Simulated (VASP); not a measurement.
The system is Ti3S2.

```
CELL_PARAMETERS angstrom
2.71311 1.56642 3.23762
-2.71311 1.56642 3.23762
0.00000 -3.13283 3.23762
ATOMIC_POSITIONS crystal
Ti 0.00000 0.33565 0.66434
Ti 0.66434 0.00000 0.33565
Ti 0.33565 0.66434 0.00000
S 0.16784 0.16784 0.16784
S 0.83216 0.83216 0.83216
```

Base run:

- Program: VASP 6.6.1
- Functional: PBEsol
- Potentials or basis: VASP PAW PBE potentials, release 64 (Ti_sv, S)
- Cutoff: 520 eV
- k mesh: 6 × 6 × 6
- Occupations: fermi-dirac, width 0.05 eV
- Spin: no spin polarisation
- Hubbard terms: Ti d U = 8.0 eV

Its results: band gap on the k mesh zero (bands 24 and 25 overlap by 0.27 eV); pressure 8.4 GPa; largest force 0.299 eV/Å.

Question: The run is repeated on the same cell with these changes: functional from PBEsol to r2SCAN; hubbard terms from Ti d U = 8.0 eV to none. What comes out?

Answer: Band gap on the k mesh zero (bands 24 and 25 overlap by 0.26 eV); pressure 0.0 GPa; largest force 0.043 eV/Å.

Several settings changed at once.

Caveats: the PAW data sets were made with another functional, which shifts forces and pressure a little; the cell stands under pressure (at least some runs); U without spin polarisation on a metal has little footing (at least some runs).
